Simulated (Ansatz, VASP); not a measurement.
Two plane-wave programs on LiC2

File INCAR:

```
SYSTEM = LiC2
  PREC = Accurate
  ENCUT = 520
  EDIFF = 1E-6
  ISMEAR = 0
  SIGMA = 0.1
  LREAL = .False.
  LASPH = .True.
  NELM = 80
  ALGO = Normal
  ISIF = 2
  LWAVE = .False.
  LCHARG = .False.
  GGA = PE
  NBANDS = 20
```

KPOINTS

```
Automatic mesh
0
Gamma
  6 6 6
  0 0 0
```

Contents of POSCAR:

```
LiC2
1.0
   -2.1326961384      2.1326961384      3.4304141946
    2.1326961384     -2.1326961384      3.4304141946
    2.1326961384      2.1326961384     -3.4304141946
Li C
2 4
Direct
    0.0000000000      0.0000000000      0.0000000000
    0.7500000000      0.2500000000      0.5000000000
    0.3750000000      0.3522000000      0.4772000000
    0.6478000000      0.1250000000      0.0228000000
    0.8750000000      0.8978000000      0.5228000000
    0.1022000000      0.6250000000      0.9772000000
```

Input for Ansatz:

```yaml
crystal:
  lattice:
    - [-2.1326961384, 2.1326961384, 3.4304141946]
    - [2.1326961384, -2.1326961384, 3.4304141946]
    - [2.1326961384, 2.1326961384, -3.4304141946]
  atoms:
    - { symbol: Li, position: [0.0, 0.0, 0.0] }
    - { symbol: Li, position: [0.75, 0.25, 0.5] }
    - { symbol: C, position: [0.375, 0.3522, 0.4772] }
    - { symbol: C, position: [0.6478, 0.125, 0.0228] }
    - { symbol: C, position: [0.875, 0.8978, 0.5228] }
    - { symbol: C, position: [0.1022, 0.625, 0.9772] }
basis:
  ecutwfc: 420
kpoints:
  mp_grid: { grid: [6, 6, 6] }
hamiltonian:
  xc: pbe
scf:
  occupations: { method: gaussian, width: 0.1 }
  lower_state_search: "off"
output:
  forces: true
  stress: true
  eigenvalues: true
```

Alike in both runs: task single point; functional PBE; k mesh 6 × 6 × 6; occupations gaussian, width 0.1 eV; no spin polarisation.

|  | VASP | Ansatz |
| --- | --- | --- |
| version | VASP 6.6.1 | Ansatz 0.2.0 |
| potentials or method | VASP PAW PBE potentials, release 64 (Li_sv, C), cutoff 520 eV | scalar-relativistic, plane waves, PAW |
| valence electrons in the cell | 22 | 22 |

|  | VASP | Ansatz | Ansatz less VASP |
| --- | --- | --- | --- |
| gap on the k mesh at the Fermi level (eV) | none | none | - |
| rms of the force components (eV/Å) | 1.837 | 1.797 | -0.0403 |

Atom by atom the forces differ by 0.040 eV/Å (rms over components). A gap of «none» marks a metal or a gap that the smearing closes.

Noted on VASP's run: the cutoff is under 1.25 times that of the potentials, so the pressure is a little rough.
